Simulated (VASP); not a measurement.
A run of VASP 6.6.1:

The input INCAR:

```
SYSTEM = Te2Mo
  ALGO = Normal
  EDIFF = 1E-6
  ENCUT = 520
  GGA = PE
  ISIF = 2
  ISMEAR = 0
  LASPH = .True.
  LCHARG = .True.
  LELF = .True.
  LREAL = .False.
  LVHAR = .True.
  LWAVE = .False.
  NBANDS = 35
  NELM = 60
  PREC = Accurate
  SIGMA = 0.05
```

The input KPOINTS:

```
k-points
0
Gamma
  9 9 1
  0 0 0
```

Contents of POSCAR:

```
Te2Mo
1.0
    3.5549909197      0.0000000000      0.0000000000
   -1.7774954599      3.0787124467      0.0000000000
    0.0000000000      0.0000000000     35.0365360304
Te Mo
4 2
Direct
    0.3333333333      0.6666666667      0.4460580811
    0.3333333333      0.6666666667      0.9483984951
    0.3333333333      0.6666666667      0.0516015049
    0.3333333333      0.6666666667      0.5539419189
    0.0000000000      0.0000000000      0.0000000000
    0.0000000000      0.0000000000      0.5000000000
```

Potentials or basis: VASP PAW PBE potentials, release 64 (Te, Mo_sv).

Command:

```sh
$ cat potpaw_PBE.64/Te/POTCAR potpaw_PBE.64/Mo_sv/POTCAR > POTCAR
$ mpirun -np 1 vasp_std > vasp.out
```

Hardware: 1 thread of Intel(R) Xeon(R) Platinum 8259CL CPU @ 2.50GHz (Skylake/Cascade Lake), with other jobs on the host.

Task: How long does it take, and how much memory?

Result: Wall time 7.2 min on 1 thread of Intel(R) Xeon(R) Platinum 8259CL CPU @ 2.50GHz (Skylake/Cascade Lake), with other jobs on the host, peak memory 0.55 GiB. Counts: scf iterations 24, k points 12.
